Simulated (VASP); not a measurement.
# PbS (Galena) (Fm-3m) in VASP: notebook

The runs below take PbS (Galena) through single point, with LDA.

All numbers are computed with VASP 6.6.1; they aren't measurements. Logs are shortened: lines on timing, memory, paths and dates and some standing lists are left out, and cuts for length are marked.

### 1 The cell of the first run

It takes space group Fm-3m (No. 225, cubic). The conventional cell has a = 5.692 Å, b = 5.692 Å, c = 5.692 Å, α = 90.00°, β = 90.00°, γ = 90.00°. Within 3.7 Å of Pb (site symmetry m-3m) lie 6 S at 2.85 Å. S (site symmetry m-3m) has 6 Pb at 2.85 Å within 3.7 Å.

### 2 Single point, LDA

File INCAR:

```
PREC = Accurate
ENCUT = 520
EDIFF = 1E-6
ISMEAR = 0
SIGMA = 0.01
LREAL = False
LASPH = True
NELM = 100
ALGO = Normal
ISIF = 2
LWAVE = False
LCHARG = False
GGA = CA
NBANDS = 17
```

File KPOINTS:

```
regular mesh
0
Gamma
  7 7 7
```

File POSCAR:

```
PbS
1.0
    0.0000000000      2.8457602634      2.8457602634
    2.8457602634      0.0000000000      2.8457602634
    2.8457602634      2.8457602634      0.0000000000
Pb S
1 1
Direct
    0.0000000000      0.0000000000      0.0000000000
    0.5000000000      0.5000000000      0.5000000000
```

Potentials or basis: VASP PAW LDA potentials, release 64 (Pb_d, S).

Started as:

```sh
$ cat potpaw_LDA.64/Pb_d/POTCAR potpaw_LDA.64/S/POTCAR > POTCAR
$ mpirun -np 1 vasp_std > vasp.out
```

OUTCAR:

```text
PREC = Accurate
   ENCUT = 520
   EDIFF = 1E-6
   ISMEAR = 0
   LREAL = False
   LASPH = True
   NELM = 100
   ISIF = 2
   GGA = CA

 ion  position               nearest neighbor table
   1  0.000  0.000  0.000-   2 2.85   2 2.85   2 2.85   2 2.85   2 2.85   2 2.85
   2  0.500  0.500  0.500-   1 2.85   1 2.85   1 2.85   1 2.85   1 2.85   1 2.85

  LATTYP: Found a face centered cubic cell.
 ALAT       =     5.6915205268

  Lattice vectors:

 A1 = (   0.0000000000,   2.8457602634,   2.8457602634)
 A2 = (   2.8457602634,   0.0000000000,   2.8457602634)
 A3 = (   2.8457602634,   2.8457602634,   0.0000000000)

Analysis of symmetry for initial positions (statically):
=====================================================================
 Subroutine PRICEL returns:
 Original cell was already a primitive cell.

 Routine SETGRP: Setting up the symmetry group for a
 face centered cubic supercell.

 Subroutine GETGRP returns: Found 48 space group operations
[... 9 lines left out ...]

 Routine SETGRP: Setting up the symmetry group for a
 face centered cubic supercell.

 Subroutine GETGRP returns: Found 48 space group operations
[... 11 lines left out ...]
                                     Primitive cell

  volume of cell :      46.0919

  direct lattice vectors                    reciprocal lattice vectors
     0.000000000  2.845760263  2.845760263    -0.175699972  0.175699972  0.175699972
     2.845760263  0.000000000  2.845760263     0.175699972 -0.175699972  0.175699972
     2.845760263  2.845760263  0.000000000     0.175699972  0.175699972 -0.175699972

  length of vectors
     4.024512760  4.024512760  4.024512760     0.304321279  0.304321279  0.304321279

  position of ions in fractional coordinates (direct lattice)
     0.000000000  0.000000000  0.000000000
     0.500000000  0.500000000  0.500000000

  ion indices of the primitive-cell ions
   primitive index   ion index
                 1           1
                 2           2

----------------------------------------------------------------------------------------

 KPOINTS: regular mesh

Automatic generation of k-mesh.
 Grid dimensions read from file:
 generate k-points for:    7    7    7

 Generating k-lattice:

  Cartesian coordinates                     Fractional coordinates (reciprocal lattice)
    -0.025099996  0.025099996  0.025099996     0.142857143  0.000000000  0.000000000
     0.025099996 -0.025099996  0.025099996     0.000000000  0.142857143  0.000000000
     0.025099996  0.025099996 -0.025099996     0.000000000  0.000000000  0.142857143

  Length of vectors
     0.043474468  0.043474468  0.043474468

  Shift w.r.t. Gamma in fractional coordinates (k-lattice)
     0.000000000  0.000000000  0.000000000

 Subroutine IBZKPT returns following result:
 ===========================================

 Found     20 irreducible k-points:

 Following reciprocal coordinates:
            Coordinates               Weight
  0.000000  0.000000  0.000000      1.000000
  0.142857  0.000000  0.000000      8.000000
  0.285714  0.000000  0.000000      8.000000
  0.428571  0.000000  0.000000      8.000000
  0.142857  0.142857  0.000000      6.000000
  0.285714  0.142857  0.000000     24.000000
[... 12 lines left out ...]
 -0.428571  0.428571  0.142857     24.000000
 -0.285714  0.428571  0.142857     24.000000
   k-points           NKPTS =     20   k-points in BZ     NKDIM =     20   number of bands    NBANDS=     17
   number of dos      NEDOS =    301   number of ions     NIONS =      2
   total plane-waves  NPLWV =  27000
   dimension x,y,z NGX =    30 NGY =   30 NGZ =   30
   dimension x,y,z NGXF=    60 NGYF=   60 NGZF=   60
   ions per type =               1   1
   NGX,Y,Z   is equivalent  to a cutoff of  12.39, 12.39, 12.39 a.u.
   NGXF,Y,Z  is equivalent  to a cutoff of  24.79, 24.79, 24.79 a.u.
 SYSTEM =  unknown system
   PREC   = accura    normal or accurate (medium, high low for compatibility)
   ISTART =      0    job   : 0-new  1-cont  2-samecut
   ICHARG =      2    charge: 1-file 2-atom 10-const
   ISPIN  =      1    spin polarized calculation?
   LNONCOLLINEAR =      F non collinear calculations
   LSORBIT =      F    spin-orbit coupling
   LASPH  =      T    aspherical Exc in radial PAW
   ENCUT  =  520.0 eV  38.22 Ry    6.18 a.u.   7.48  7.48  7.48*2*pi/ulx,y,z
   NELM   =    100;   NELMIN=  2; NELMDL= -5     # of ELM steps
   EDIFF  = 0.1E-05   stopping-criterion for ELM
   LREAL  =      F    real-space projection
   EDIFFG = 0.1E-04   stopping-criterion for IOM
   NSW    =      0    number of steps for IOM
   IBRION =     -1    ionic relax: 0-MD 1-quasi-New 2-CG
   NFREE  =      0    steps in history (QN), initial steepest desc. (CG)
   ISIF   =      2    stress and relaxation
   ISYM   =      2    0-nonsym 1-usesym 2-fastsym
   POTIM  = 0.5000    time-step for ionic-motion
   TEBEG  =    0.0;   TEEND  =   0.0 temperature during run
   PSTRESS=    0.0 pullay stress
   NELECT =      20.0000    total number of electrons
   NUPDOWN=      -1.0000    fix difference up-down
   EMIN   =  10.00;   EMAX   =-10.00  energy-range for DOS
   EFERMI =   0.00;   METHOD = LEGACY
   ISMEAR =     0;   SIGMA  =   0.01  broadening in eV -4-tet -1-fermi 0-gaus
   EFERMI_NEDOS =   21; number of points for ismear=-14 and -15
   IALGO  =     38    algorithm
   IMIX   =      4    mixing-type and parameters
     AMIX     =   0.40;   BMIX     =  1.00
     AMIX_MAG =   1.60;   BMIX_MAG =  1.00
  volume/ion in A,a.u.               =      23.05       155.52
  Fermi-wavevector in a.u.,A,eV,Ry     =   1.239395  2.342118 20.899920  1.536101
  Thomas-Fermi vector in A             =   2.373880
   LORBIT       =      0    0 simple, 1 ext, 2 COOP (PROOUT), +10 PAW based schemes
   GGA     = CA    functional components
   LHFCALC =     F    Hartree Fock is set to
   AEXX    =    0.0000 exact exchange contribution
   IVDW    =     0    specifies the selected vdW correction
   LEPSILON=     F    determine dielectric tensor
   LRPA    =     F    only Hartree local field effects (RPA)
 non-spin polarized calculation
 Gauss-broadening in eV      SIGMA  =   0.01
  energy-cutoff  :      520.00
  volume of cell :       46.09
 maximum number of plane-waves:      1267
 NGX is ok and might be reduce to    30
   NGX = 15   NGY = 15   NGZ = 15

 number of electron      20.0000006 magnetization

 Free energy of the ion-electron system (eV)
  ---------------------------------------------------
  ext. energy  EPLUGINS =         0.00000000
  ---------------------------------------------------
  free energy    TOTEN  =        -9.93334677 eV

  energy without entropy =       -9.93334677  energy(sigma->0) =       -9.93334677

 E-fermi :   7.0509     XC(G=0): -10.6085

 val. band max:        6.9692834205   @ k =   0.4286   0.0000   0.0000
 cond. band min:       7.8438022676   @ k =   0.4286   0.0000   0.0000
 fundamental gap:      0.8745188471
 Fermi energy:         7.0508571195

 k-point     1 :       0.0000    0.0000    0.0000
  band No.  band energies     occupation
      1      -9.7060      2.00000
      2      -9.7060      2.00000
      3      -9.7060      2.00000
      4      -9.7021      2.00000
      5      -9.7021      2.00000
      6      -7.4428      2.00000
[... 9 lines left out ...]
     16      13.6608      0.00000
     17      15.3742      0.00000

 k-point     2 :       0.1429    0.0000    0.0000
  band No.  band energies     occupation
      1      -9.7131      2.00000
      2      -9.7131      2.00000
      3      -9.7055      2.00000
      4      -9.6912      2.00000
      5      -9.6912      2.00000
      6      -7.2296      2.00000
[... 9 lines left out ...]
     16      14.1990      0.00000
     17      17.1620      0.00000

 k-point     3 :       0.2857    0.0000    0.0000
  band No.  band energies     occupation
      1      -9.7359      2.00000
      2      -9.7359      2.00000
      3      -9.7058      2.00000
      4      -9.6595      2.00000
      5      -9.6595      2.00000
      6      -6.6408      2.00000
[... 9 lines left out ...]
     16      15.3247      0.00000
     17      20.0506      0.00000

 k-point     4 :       0.4286    0.0000    0.0000
  band No.  band energies     occupation
      1      -9.7541      2.00000
      2      -9.7541      2.00000
      3      -9.7074      2.00000
      4      -9.6338      2.00000
      5      -9.6338      2.00000
      6      -5.9512      2.00000
[... 9 lines left out ...]
     16      16.8126      0.00000
     17      18.6991      0.00000

 k-point     5 :       0.1429    0.1429    0.0000
  band No.  band energies     occupation
      1      -9.7341      2.00000
      2      -9.7144      2.00000
      3      -9.6942      2.00000
      4      -9.6882      2.00000
      5      -9.6882      2.00000
      6      -7.1489      2.00000
[... 9 lines left out ...]
     16      15.4181      0.00000
     17      16.6359      0.00000

 k-point     6 :       0.2857    0.1429    0.0000
  band No.  band energies     occupation
      1      -9.7726      2.00000
      2      -9.7149      2.00000
      3      -9.7064      2.00000
      4      -9.6700      2.00000
      5      -9.6555      2.00000
      6      -6.6633      2.00000
[... 9 lines left out ...]
     16      16.2662      0.00000
     17      18.5157      0.00000
[... 201 lines left out ...]
 k-point    17 :       0.4286    0.2857    0.1429
  band No.  band energies     occupation
      1      -9.8210      2.00000
      2      -9.7132      2.00000
      3      -9.7095      2.00000
      4      -9.6473      2.00000
      5      -9.6457      2.00000
      6      -6.0944      2.00000
[... 9 lines left out ...]
     16      17.8841      0.00000
     17      17.9470      0.00000

 k-point    18 :      -0.4286    0.2857    0.1429
  band No.  band energies     occupation
      1      -9.8487      2.00000
      2      -9.7218      2.00000
      3      -9.6921      2.00000
      4      -9.6590      2.00000
      5      -9.6259      2.00000
      6      -5.4861      2.00000
[... 9 lines left out ...]
     16      17.9437      0.00000
     17      19.1230      0.00000

 k-point    19 :      -0.4286    0.4286    0.1429
  band No.  band energies     occupation
      1      -9.9315      2.00000
      2      -9.7237      2.00000
      3      -9.6874      2.00000
      4      -9.6352      2.00000
      5      -9.6109      2.00000
      6      -5.2305      2.00000
[... 9 lines left out ...]
     16      19.2774      0.00000
     17      19.3476      0.00000

 k-point    20 :      -0.2857    0.4286    0.1429
  band No.  band energies     occupation
      1      -9.9050      2.00000
      2      -9.7066      2.00000
      3      -9.6912      2.00000
      4      -9.6649      2.00000
      5      -9.6112      2.00000
      6      -5.1295      2.00000
[... 9 lines left out ...]
     16      19.0780      0.00000
     17      20.0581      0.00000

------------------------ aborting loop because EDIFF is reached ----------------------------------------

  FORCE on cell =-STRESS in cart. coord.  units (eV):
  Direction    XX          YY          ZZ          XY          YZ          ZX
  --------------------------------------------------------------------------------------
  -------------------------------------------------------------------------------------
  Total        1.7456249      1.7456249      1.7456249      0.0000000      0.0000000     -0.0000000
  in kB       60.6787427     60.6787427     60.6787427      0.0000000      0.0000000     -0.0000000
  external PRESSURE =      60.6787427 kB  Pullay stress =       0.0000000 kB

 VOLUME and BASIS-vectors are now :
 -----------------------------------------------------------------------------
  energy-cutoff  :      520.00
  volume of cell :       46.09
      direct lattice vectors                 reciprocal lattice vectors
     0.000000000  2.845760263  2.845760263    -0.175699972  0.175699972  0.175699972
     2.845760263  0.000000000  2.845760263     0.175699972 -0.175699972  0.175699972
     2.845760263  2.845760263  0.000000000     0.175699972  0.175699972 -0.175699972

 POSITION                                       TOTAL-FORCE (eV/Angst)
 -----------------------------------------------------------------------------------
      0.00000      0.00000      0.00000         0.000000      0.000000      0.000000
      2.84576      2.84576      2.84576        -0.000000      0.000000     -0.000000
 -----------------------------------------------------------------------------------
    total drift:                               -0.000000      0.000000      0.000000

  FREE ENERGIE OF THE ION-ELECTRON SYSTEM (eV)
  ---------------------------------------------------
  free  energy   TOTEN  =        -9.9333467714 eV

  energy  without entropy=       -9.9333467714  energy(sigma->0) =       -9.93334677
```

Run time: 12 s. Hardware: 1 thread of Intel Xeon Platinum 8259CL at 2.50GHz (Skylake/Cascade Lake), shared host; peak memory 0.15 GiB.

What came out:

```
Free energy : -9.9333 eV
Pressure    : 6.1 GPa
```

Levels at points of the mesh, in eV from the Fermi level:
| k point | band 8 | band 9 | band 10 | band 11 | band 12 | band 13 |
| --- | --- | --- | --- | --- | --- | --- |
| (0.00, 0.00, 0.00) | -2.52 | -2.52 | -2.52 | 5.73 | 5.73 | 5.73 |

Caveat: this odd mesh misses L, where the gap lies, so gap, dielectric constants and Born charges aren't listed; spin-orbit coupling is left out, which moves the levels of the heavy elements.

### 3 Single point, LDA

This run uses another cell than the first one, of 22.55 Å³/atom, 0.978 times its volume.

File INCAR:

```
ALGO     = Normal         # electronic algorithm
EDIFF    = 1E-7           # SCF threshold, eV
ENCUT    = 520            # plane-wave cutoff, eV
ISIF     = 2              # what is computed and relaxed
ISMEAR   = 0              # smearing method
LASPH    = T              # aspherical terms in the spheres
LCHARG   = T              # write CHGCAR
LELF     = T              # ELF
LREAL    = F              # projectors in reciprocal space
LVHAR    = T            
LWAVE    = F              # write WAVECAR
NBANDS   = 17             # bands
NELM     = 100            # most SCF steps
PREC     = Accurate       # precision mode
SIGMA    = 0.01           # smearing width, eV
```

File KPOINTS:

```
k-points
0
Gamma
  7 7 7
```

File POSCAR:

```
PbS
1.0
    0.0000000000      2.8251971069      2.8251971069
    2.8251971069      0.0000000000      2.8251971069
    2.8251971069      2.8251971069      0.0000000000
Pb S
1 1
Direct
    0.0000000000      0.0000000000      0.0000000000
    0.5000000000      0.5000000000      0.5000000000
```

Potentials or basis: VASP PAW LDA potentials, release 64 (Pb_d, S).

Started as:

```sh
$ cat potpaw_LDA.64/Pb_d/POTCAR potpaw_LDA.64/S/POTCAR > POTCAR
$ mpirun -np 1 vasp_std > vasp.out
```

OUTCAR:

```text
EDIFF = 1E-7
   ENCUT = 520
   ISIF = 2
   ISMEAR = 0
   LASPH = T
   LREAL = F
   NELM = 100
   PREC = Accurate

 ion  position               nearest neighbor table
   1  0.000  0.000  0.000-   2 2.83   2 2.83   2 2.83   2 2.83   2 2.83   2 2.83
   2  0.500  0.500  0.500-   1 2.83   1 2.83   1 2.83   1 2.83   1 2.83   1 2.83

  LATTYP: Found a face centered cubic cell.
 ALAT       =     5.6503942138

  Lattice vectors:

 A1 = (   0.0000000000,   2.8251971069,   2.8251971069)
 A2 = (   2.8251971069,   0.0000000000,   2.8251971069)
 A3 = (   2.8251971069,   2.8251971069,   0.0000000000)

Analysis of symmetry for initial positions (statically):
=====================================================================
 Subroutine PRICEL returns:
 Original cell was already a primitive cell.

 Routine SETGRP: Setting up the symmetry group for a
 face centered cubic supercell.

 Subroutine GETGRP returns: Found 48 space group operations
[... 9 lines left out ...]

 Routine SETGRP: Setting up the symmetry group for a
 face centered cubic supercell.

 Subroutine GETGRP returns: Found 48 space group operations
[... 143 lines left out ...]
  free energy    TOTEN  =        -9.88904602 eV

  energy without entropy =       -9.88904602  energy(sigma->0) =       -9.88904602

 E-fermi :   7.3818     XC(G=0): -10.7126

 val. band max:        7.2715673793   @ k =   0.4286   0.0000   0.0000
 cond. band min:       8.1783422125   @ k =   0.4286   0.0000   0.0000
 fundamental gap:      0.9067748332
 Fermi energy:         7.3817503391

 k-point     1 :       0.0000    0.0000    0.0000
  band No.  band energies     occupation
      1      -9.4370      2.00000
      2      -9.4370      2.00000
      3      -9.4370      2.00000
      4      -9.4342      2.00000
      5      -9.4342      2.00000
      6      -7.3453      2.00000
[... 377 lines left out ...]
      4      -9.3929      2.00000
      5      -9.3343      2.00000
      6      -4.9136      2.00000
[... 9 lines left out ...]
     16      19.4174      0.00000
     17      20.4606      0.00000

------------------------ aborting loop because EDIFF is reached ----------------------------------------

  FORCE on cell =-STRESS in cart. coord.  units (eV):
  Direction    XX          YY          ZZ          XY          YZ          ZX
  --------------------------------------------------------------------------------------
  -------------------------------------------------------------------------------------
  Total        2.2801295      2.2801295      2.2801295      0.0000000     -0.0000000      0.0000000
  in kB       81.0016466     81.0016466     81.0016466      0.0000000     -0.0000000      0.0000000
  external PRESSURE =      81.0016466 kB  Pullay stress =       0.0000000 kB

 VOLUME and BASIS-vectors are now :
 -----------------------------------------------------------------------------
  energy-cutoff  :      520.00
  volume of cell :       45.10
      direct lattice vectors                 reciprocal lattice vectors
     0.000000000  2.825197107  2.825197107    -0.176978802  0.176978802  0.176978802
     2.825197107  0.000000000  2.825197107     0.176978802 -0.176978802  0.176978802
     2.825197107  2.825197107  0.000000000     0.176978802  0.176978802 -0.176978802

 POSITION                                       TOTAL-FORCE (eV/Angst)
 -----------------------------------------------------------------------------------
      0.00000      0.00000      0.00000        -0.000000     -0.000000     -0.000000
      2.82520      2.82520      2.82520         0.000000      0.000000      0.000000
 -----------------------------------------------------------------------------------
    total drift:                               -0.000000      0.000000      0.000000

  FREE ENERGIE OF THE ION-ELECTRON SYSTEM (eV)
  ---------------------------------------------------
  free  energy   TOTEN  =        -9.8890460190 eV

  energy  without entropy=       -9.8890460190  energy(sigma->0) =       -9.88904602
```

Wall time 14 s (1 thread of Intel Xeon Platinum 8259CL at 2.50GHz (Skylake/Cascade Lake), shared host); peak memory 0.15 GiB.

Results:

- Free energy: -9.8890 eV
- Pressure: 8.1 GPa

Caveat: this odd mesh misses L, where the gap lies, so gap, dielectric constants and Born charges aren't listed; spin-orbit coupling is left out, which moves the levels of the heavy elements.

(Part 1 of 2 ends here.)
